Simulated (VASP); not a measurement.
# CdTe (F-43m) in VASP: a series of runs, part 2 of 2

VASP 6.6.1. Earlier steps stand in the parts before.

## 4. Single point, PBEsol, non-collinear spin, zero start, spin-orbit coupling

This run uses another cell than the first one, of 30.95 Å³/atom.

File INCAR:

```
ALGO = Normal ; EDIFF = 1E-7
ENCUT = 520 ; GGA = PS
GGA_COMPAT = F ; ISIF = 2
ISMEAR = -1 ; LASPH = T
LCHARG = F ; LORBIT = 11
LORBMOM = T ; LREAL = F
LSORBIT = T ; LWAVE = F
MAGMOM = 0 0 0 0 0 0 ; NBANDS = 30
NELM = 150 ; PREC = Accurate
SIGMA = 0.05
```

File KPOINTS:

```
k-points
0
Gamma
  7 7 7
```

File POSCAR:

```
CdTe
1.0
    0.0000000000      3.1395734784      3.1395734784
    3.1395734784      0.0000000000      3.1395734784
    3.1395734784      3.1395734784      0.0000000000
Te Cd
1 1
Direct
    0.7500000000      0.7500000000      0.7500000000
    0.0000000000      0.0000000000      0.0000000000
```

Potentials or basis: VASP PAW PBE potentials, release 64 (Te, Cd).

Run with:

```bash
$ cat potpaw_PBE.64/Te/POTCAR potpaw_PBE.64/Cd/POTCAR > POTCAR
$ mpirun -np 1 vasp_ncl > vasp.out
```

OUTCAR:

```text
EDIFF = 1E-7
   ENCUT = 520
   GGA = PS
   ISIF = 2
   ISMEAR = -1
   LASPH = T
   LORBIT = 11
   LREAL = F
   LSORBIT = T
   NELM = 150
   PREC = Accurate

 ion  position               nearest neighbor table
   1  0.750  0.750  0.750-   2 2.72   2 2.72   2 2.72   2 2.72
   2  0.000  0.000  0.000-   1 2.72   1 2.72   1 2.72   1 2.72

  LATTYP: Found a face centered cubic cell.
 ALAT       =     6.2791469568

  Lattice vectors:

 A1 = (   0.0000000000,   3.1395734784,   3.1395734784)
 A2 = (   3.1395734784,   0.0000000000,   3.1395734784)
 A3 = (   3.1395734784,   3.1395734784,   0.0000000000)

Analysis of symmetry for initial positions (statically):
=====================================================================
 Subroutine PRICEL returns:
 Original cell was already a primitive cell.

 Routine SETGRP: Setting up the symmetry group for a
 face centered cubic supercell.

 Subroutine GETGRP returns: Found 24 space group operations
 (whereof 24 operations were pure point group operations)
 out of a pool of 48 trial point group operations.

The static configuration has the point symmetry T_d .

Analysis of symmetry for dynamics (positions and initial velocities):
=====================================================================
 Subroutine PRICEL returns:
 Original cell was already a primitive cell.

 Routine SETGRP: Setting up the symmetry group for a
 face centered cubic supercell.

 Subroutine GETGRP returns: Found 24 space group operations
 (whereof 24 operations were pure point group operations)
 out of a pool of 48 trial point group operations.

The dynamic configuration has the point symmetry T_d .

Analysis of structural, dynamic, and magnetic symmetry:
=====================================================================
 Subroutine PRICEL returns:
 Original cell was already a primitive cell.

 Routine SETGRP: Setting up the symmetry group for a
 face centered cubic supercell.

 Subroutine GETGRP returns: Found 24 space group operations
 (whereof 24 operations were pure point group operations)
 out of a pool of 48 trial point group operations.

The overall configuration has the point symmetry T_d .

 Subroutine INISYM returns: Found 24 space group operations
 (whereof 24 operations are pure point group operations),
 and found     1 'primitive' translations

----------------------------------------------------------------------------------------

                                     Primitive cell

  volume of cell :      61.8931

  direct lattice vectors                    reciprocal lattice vectors
     0.000000000  3.139573478  3.139573478    -0.159257301  0.159257301  0.159257301
     3.139573478  0.000000000  3.139573478     0.159257301 -0.159257301  0.159257301
     3.139573478  3.139573478  0.000000000     0.159257301  0.159257301 -0.159257301

  length of vectors
     4.440027393  4.440027393  4.440027393     0.275841738  0.275841738  0.275841738

[... 935 lines left out ...]

  FORCE on cell =-STRESS in cart. coord.  units (eV):
  Direction    XX          YY          ZZ          XY          YZ          ZX
  --------------------------------------------------------------------------------------
  -------------------------------------------------------------------------------------
  Total        2.1037732      2.1037732      2.1037732     -0.0000000     -0.0000000      0.0000000
  in kB       54.4587358     54.4587358     54.4587358     -0.0000000     -0.0000000      0.0000000
  external PRESSURE =      54.4587358 kB  Pullay stress =       0.0000000 kB

 VOLUME and BASIS-vectors are now :
 -----------------------------------------------------------------------------
  energy-cutoff  :      520.00
  volume of cell :       61.89
      direct lattice vectors                 reciprocal lattice vectors
     0.000000000  3.139573478  3.139573478    -0.159257301  0.159257301  0.159257301
     3.139573478  0.000000000  3.139573478     0.159257301 -0.159257301  0.159257301
     3.139573478  3.139573478  0.000000000     0.159257301  0.159257301 -0.159257301

 POSITION                                       TOTAL-FORCE (eV/Angst)
 -----------------------------------------------------------------------------------
      4.70936      4.70936      4.70936        -0.000000     -0.000000     -0.000000
      0.00000      0.00000      0.00000         0.000000      0.000000      0.000000
 -----------------------------------------------------------------------------------
    total drift:                               -0.000000     -0.000000     -0.000000

  FREE ENERGIE OF THE ION-ELECTRON SYSTEM (eV)
  ---------------------------------------------------
  free  energy   TOTEN  =        -5.5112415103 eV

  energy  without entropy=       -5.5112336796  energy(sigma->0) =       -5.51123759

 orbital moment (x)

 # of ion     p       d       tot
 ----------------------------------------
  1        -0.000  -0.000  -0.000
  2        -0.000  -0.000  -0.000
 ----------------------------------------
           -0.000  -0.000  -0.000

 orbital moment (y)

 # of ion     p       d       tot
 ----------------------------------------
  1         0.000   0.000   0.000
  2        -0.000   0.000   0.000
 ----------------------------------------
           -0.000   0.000   0.000

 orbital moment (z)

 # of ion     p       d       tot
 ----------------------------------------
  1         0.000   0.000   0.000
  2         0.000   0.000   0.000
 ----------------------------------------
            0.000   0.000   0.000

 Spin-Orbit-Coupling matrix elements

 Ion:    1  E_soc:     -0.1903073
 l=   1
     0.0000000    -0.0316228    -0.0316228
    -0.0316228     0.0000000    -0.0316228
    -0.0316228    -0.0316228     0.0000000
 l=   2
     0.0000000    -0.0000355     0.0000000    -0.0000355    -0.0000596
    -0.0000355     0.0000000    -0.0000447    -0.0000355    -0.0000149
     0.0000000    -0.0000447     0.0000000    -0.0000447     0.0000000
    -0.0000355    -0.0000355    -0.0000447     0.0000000    -0.0000149
    -0.0000596    -0.0000149     0.0000000    -0.0000149     0.0000000
 l=   3
     0.0000000     0.0000000     0.0000000     0.0000000     0.0000000     0.0000000     0.0000000
     0.0000000     0.0000000     0.0000000     0.0000000     0.0000000     0.0000000     0.0000000
     0.0000000     0.0000000     0.0000000     0.0000000     0.0000000     0.0000000     0.0000000
     0.0000000     0.0000000     0.0000000     0.0000000     0.0000000     0.0000000     0.0000000
     0.0000000     0.0000000     0.0000000     0.0000000     0.0000000     0.0000000     0.0000000
     0.0000000     0.0000000     0.0000000     0.0000000     0.0000000     0.0000000     0.0000000
     0.0000000     0.0000000     0.0000000     0.0000000     0.0000000     0.0000000     0.0000000

 Ion:    2  E_soc:     -0.0642453
 l=   1
     0.0000000    -0.0036379    -0.0036379
    -0.0036379     0.0000000    -0.0036379
    -0.0036379    -0.0036379     0.0000000
 l=   2
     0.0000000    -0.0014273     0.0000000    -0.0014273    -0.0056423
    -0.0014273     0.0000000    -0.0042318    -0.0014273    -0.0014106
     0.0000000    -0.0042318     0.0000000    -0.0042318     0.0000000
    -0.0014273    -0.0014273    -0.0042318     0.0000000    -0.0014106
    -0.0056423    -0.0014106     0.0000000    -0.0014106     0.0000000
 l=   3
     0.0000000     0.0000000     0.0000000     0.0000000     0.0000000     0.0000000     0.0000000
     0.0000000     0.0000000     0.0000000     0.0000000     0.0000000     0.0000000     0.0000000
     0.0000000     0.0000000     0.0000000     0.0000000     0.0000000     0.0000000     0.0000000
     0.0000000     0.0000000     0.0000000     0.0000000     0.0000000     0.0000000     0.0000000
     0.0000000     0.0000000     0.0000000     0.0000000     0.0000000     0.0000000     0.0000000
     0.0000000     0.0000000     0.0000000     0.0000000     0.0000000     0.0000000     0.0000000
     0.0000000     0.0000000     0.0000000     0.0000000     0.0000000     0.0000000     0.0000000

 total charge

# of ion       s       p       d       tot
------------------------------------------
    1        1.348   2.096   0.029   3.473
    2        0.492   0.380   9.525  10.397
--------------------------------------------------
tot          1.840   2.476   9.554  13.870

 magnetization (x)

# of ion       s       p       d       tot
------------------------------------------
    1        0.000   0.000   0.000   0.000
    2        0.000  -0.000   0.000  -0.000
--------------------------------------------------
tot          0.000  -0.000   0.000  -0.000

 magnetization (y)

# of ion       s       p       d       tot
------------------------------------------
    1        0.000   0.000   0.000   0.000
    2        0.000   0.000   0.000   0.000
--------------------------------------------------
tot          0.000   0.000   0.000   0.000

 magnetization (z)

# of ion       s       p       d       tot
------------------------------------------
    1        0.000   0.000  -0.000   0.000
    2        0.000  -0.000  -0.000   0.000
--------------------------------------------------
tot          0.000   0.000  -0.000   0.000
```

stdout:

```text
POSCAR found type information on POSCAR TeCd
 POSCAR found :  2 types and       2 ions
 scaLAPACK will be used
 -----------------------------------------------------------------------------
|                                                                             |
|                                                                             |
|     You enforced a specific xc type in the INCAR file but a different       |
|     I HOPE YOU KNOW WHAT YOU ARE DOING!                                     |
|                                                                             |
 -----------------------------------------------------------------------------

 LDA part: xc-table for (Slater+PW92), standard interpolation
 POSCAR, INCAR and KPOINTS ok, starting setup
 FFT: planning ... GRIDC
 FFT: planning ... GRID_SOFT
 FFT: planning ... GRID
 WAVECAR not read
 entering main loop
```

It took 3.5 min on 1 thread of AMD EPYC 7R43 (Zen 3), shared host; peak memory 0.38 GiB.

Results:

| Quantity | Value |
| --- | --- |
| Free energy | -5.5112 eV |
| Pressure | 5.4 GPa |
| Net moment | 0.00 μB per cell |
| Valence electrons inside the program's atomic spheres | Te 3.47; Cd 10.40 |

Moments on the atoms (μB; x, y, z):
```
Te  0.00 0.00 0.00
Cd  0.00 0.00 0.00
```

Caveat: the cell stands under pressure; the PAW data sets were made with another functional, which shifts forces and pressure a little.

## 5. Single point, PBEsol, non-collinear spin, zero start, spin-orbit coupling

This run uses another cell than the first one, of 31.60 Å³/atom.

File INCAR:

```
PREC = Accurate
ENCUT = 520
EDIFF = 1E-6
ISMEAR = -1
SIGMA = 0.05
LREAL = False
LASPH = True
NELM = 150
ALGO = Normal
ISIF = 2
LWAVE = False
LCHARG = False
MAGMOM = 0 0 0 0 0 0
LORBIT = 11
LSORBIT = True
GGA_COMPAT = False
LORBMOM = True
GGA = PS
NBANDS = 30
```

File KPOINTS:

```
Automatic mesh
0
Gamma
  7 7 7
```

File POSCAR:

```
CdTe
1.0
    0.0000000000      3.1616838793      3.1616838793
    3.1616838793      0.0000000000      3.1616838793
    3.1616838793      3.1616838793      0.0000000000
Te Cd
1 1
Direct
    0.7500000000      0.7500000000      0.7500000000
    0.0000000000      0.0000000000      0.0000000000
```

Potentials or basis: VASP PAW PBE potentials, release 64 (Te, Cd).

Run with:

```bash
$ cat potpaw_PBE.64/Te/POTCAR potpaw_PBE.64/Cd/POTCAR > POTCAR
$ mpirun -np 1 vasp_ncl > vasp.out
```

OUTCAR:

```text
PREC = Accurate
   ENCUT = 520
   EDIFF = 1E-6
   ISMEAR = -1
   LREAL = False
   LASPH = True
   NELM = 150
   ISIF = 2
   LORBIT = 11
   LSORBIT = True
   GGA = PS

 ion  position               nearest neighbor table
   1  0.750  0.750  0.750-   2 2.74   2 2.74   2 2.74   2 2.74
   2  0.000  0.000  0.000-   1 2.74   1 2.74   1 2.74   1 2.74

  LATTYP: Found a face centered cubic cell.
 ALAT       =     6.3233677586

  Lattice vectors:

 A1 = (   0.0000000000,   3.1616838793,   3.1616838793)
 A2 = (   3.1616838793,   0.0000000000,   3.1616838793)
 A3 = (   3.1616838793,   3.1616838793,   0.0000000000)
[... 1083 lines left out ...]
    -0.0014224    -0.0014224    -0.0042249     0.0000000    -0.0014083
    -0.0056332    -0.0014083     0.0000000    -0.0014083     0.0000000
 l=   3
     0.0000000     0.0000000     0.0000000     0.0000000     0.0000000     0.0000000     0.0000000
     0.0000000     0.0000000     0.0000000     0.0000000     0.0000000     0.0000000     0.0000000
     0.0000000     0.0000000     0.0000000     0.0000000     0.0000000     0.0000000     0.0000000
     0.0000000     0.0000000     0.0000000     0.0000000     0.0000000     0.0000000     0.0000000
     0.0000000     0.0000000     0.0000000     0.0000000     0.0000000     0.0000000     0.0000000
     0.0000000     0.0000000     0.0000000     0.0000000     0.0000000     0.0000000     0.0000000
     0.0000000     0.0000000     0.0000000     0.0000000     0.0000000     0.0000000     0.0000000

 total charge

# of ion       s       p       d       tot
------------------------------------------
    1        1.349   2.084   0.027   3.461
    2        0.488   0.366   9.526  10.379
--------------------------------------------------
tot          1.837   2.450   9.553  13.840

 magnetization (x)

# of ion       s       p       d       tot
------------------------------------------
    1       -0.000  -0.000   0.000  -0.000
    2       -0.000   0.000  -0.000  -0.000
--------------------------------------------------
tot         -0.000   0.000  -0.000  -0.000

 magnetization (y)

# of ion       s       p       d       tot
------------------------------------------
    1        0.000   0.000   0.000   0.000
    2       -0.000  -0.000  -0.000  -0.000
--------------------------------------------------
tot         -0.000  -0.000  -0.000  -0.000

 magnetization (z)

# of ion       s       p       d       tot
------------------------------------------
    1        0.000   0.000  -0.000   0.000
    2        0.000  -0.000   0.000   0.000
--------------------------------------------------
tot          0.000  -0.000   0.000   0.000
```

OSZICAR:

```text
N       E                     dE             d eps       ncg     rms          rms(c)
DAV:   1     0.112994248306E+03    0.11299E+03   -0.81184E+03  1808   0.106E+03
DAV:   2    -0.496204389870E+00   -0.11349E+03   -0.10856E+03  1986   0.267E+02
DAV:   3    -0.574825740853E+01   -0.52521E+01   -0.52208E+01  2140   0.584E+01
DAV:   4    -0.581060194359E+01   -0.62345E-01   -0.62329E-01  2158   0.560E+00
DAV:   5    -0.581142022994E+01   -0.81829E-03   -0.81827E-03  2118   0.618E-01    0.701E+00
DAV:   6    -0.556873605109E+01    0.24268E+00   -0.42934E-01  1956   0.960E+00    0.539E+00
DAV:   7    -0.555166931033E+01    0.17067E-01   -0.13906E-01  1968   0.251E+00    0.264E+00
DAV:   8    -0.555065132333E+01    0.10180E-02   -0.97815E-03  2036   0.105E+00    0.110E+00
DAV:   9    -0.555044608808E+01    0.20524E-03   -0.44591E-04  2090   0.213E-01    0.355E-01
DAV:  10    -0.555048890983E+01   -0.42822E-04   -0.36354E-04  1974   0.196E-01    0.660E-02
DAV:  11    -0.555049739329E+01   -0.84835E-05   -0.31323E-05  2068   0.722E-02    0.287E-02
DAV:  12    -0.555050755998E+01   -0.10167E-04   -0.17414E-05  2050   0.334E-02    0.188E-02
DAV:  13    -0.555050749581E+01    0.64172E-07   -0.97024E-07  1812   0.134E-02
   1 F= -.55505075E+01 E0= -.55505007E+01  d E =-.136434E-04  mag=     0.0000     0.0000     0.0000
```

Run time: 2.7 min. Hardware: 1 thread of AMD EPYC 7R43 (Zen 3), shared host; peak memory 0.38 GiB.

What came out:

```
Free energy                                           : -5.5505 eV
Pressure                                              : 4.1 GPa
Net moment                                            : 0.00 μB per cell
Valence electrons inside the program's atomic spheres : Te 3.46; Cd 10.38
```

Moments on the atoms (μB; x, y, z):
```
Te  0.00 0.00 0.00
Cd  0.00 0.00 0.00
```

Caveat: the cell stands under pressure; the PAW data sets were made with another functional, which shifts forces and pressure a little.

## 6. The runs side by side

| task | level | spin | cell | cutoff (eV) | gap on the mesh (eV) | pressure (GPa) | moment (μB) | relaxed volume (Å³/atom) |
| --- | --- | --- | --- | --- | --- | --- | --- | --- |
| relaxation of cell and atoms | RPBE+D4 | off | relaxed from a = 4.533 Å, angles 60.0°, 2 atoms | 600 | 0.86 | 0.0 | - | 34.67 |
| relaxation of cell and atoms | PBE exchange alone | off | relaxed from a = 4.533 Å, angles 60.0°, 2 atoms | 600 | none | 0.0 | - | 43.88 |
| single point | PBEsol | non-collinear, zero start, SOC | a = 4.440 Å, angles 60.0°, 2 atoms | 520 | - | 5.4 | 0.00 | - |
| single point | PBEsol | non-collinear, zero start, SOC | a = 4.471 Å, angles 60.0°, 2 atoms | 520 | - | 4.1 | 0.00 | - |

Alike in all rows: potentials or basis VASP PAW PBE potentials, release 64 (Te, Cd); k mesh 7 × 7 × 7; smearing fermi-dirac 0.05 eV.

Caveats: the PAW data sets were made with another functional, which shifts forces and pressure a little (at least some runs); spin-orbit coupling is left out, which moves the levels of the heavy elements (at least some runs); the cell stands under pressure (at least some runs); the volume moved by over 15 % at a fixed basis, so the end points are rough (at least some runs); semilocal functionals underestimate gaps, so a narrow gap can read as zero (at least some runs).

Absolute energies hang on the potentials; compare differences alone.
